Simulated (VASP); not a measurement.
A run of VASP 6.6.1:

File INCAR:

```
PREC     = Accurate       # precision mode
ENCUT    = 520            # plane-wave cutoff, eV
EDIFF    = 1E-6           # SCF threshold, eV
ISMEAR   = 0              # smearing method
SIGMA    = 0.02           # smearing width, eV
LREAL    = False          # projectors in reciprocal space
LASPH    = True           # aspherical terms in the spheres
NELM     = 80             # most SCF steps
ALGO     = Normal         # electronic algorithm
ISIF     = 2              # what is computed and relaxed
LWAVE    = False          # write WAVECAR
LCHARG   = True           # write CHGCAR
GGA      = PE             # functional
LELF     = True           # ELF
LVHAR    = True         
NBANDS   = 46             # bands
```

Contents of KPOINTS:

```
Automatic mesh
0
Gamma
  12 12 4
```

Contents of POSCAR:

```
ZnS
1.0
    3.8467234059      0.0000000000      0.0000000000
   -1.9233617029      3.3313601908      0.0000000000
    0.0000000000      0.0000000000     12.5902249012
Zn S
4 4
Direct
    0.0000000000      0.0000000000      0.0000503385
    0.0000000000      0.0000000000      0.5000503385
    0.3333333333      0.6666666667      0.2500245045
    0.6666666667      0.3333333333      0.7500245045
    0.0000000000      0.0000000000      0.1872897063
    0.0000000000      0.0000000000      0.6872897063
    0.3333333333      0.6666666667      0.4376354507
    0.6666666667      0.3333333333      0.9376354507
```

Potentials or basis: VASP PAW PBE potentials, release 64 (Zn, S).

The run is started by

```bash
$ cat potpaw_PBE.64/Zn/POTCAR potpaw_PBE.64/S/POTCAR > POTCAR
$ mpirun -np 1 vasp_std > vasp.out
```

Hardware: 1 thread of Oxide Virtual Turin-like Processor, on a shared host.

Task: How long does it take, and how much memory?

Result: Run time: 7.3 min on 1 thread of Oxide Virtual Turin-like Processor, on a shared host, peak memory 0.43 GiB. Counts: scf iterations 15, k points 57.
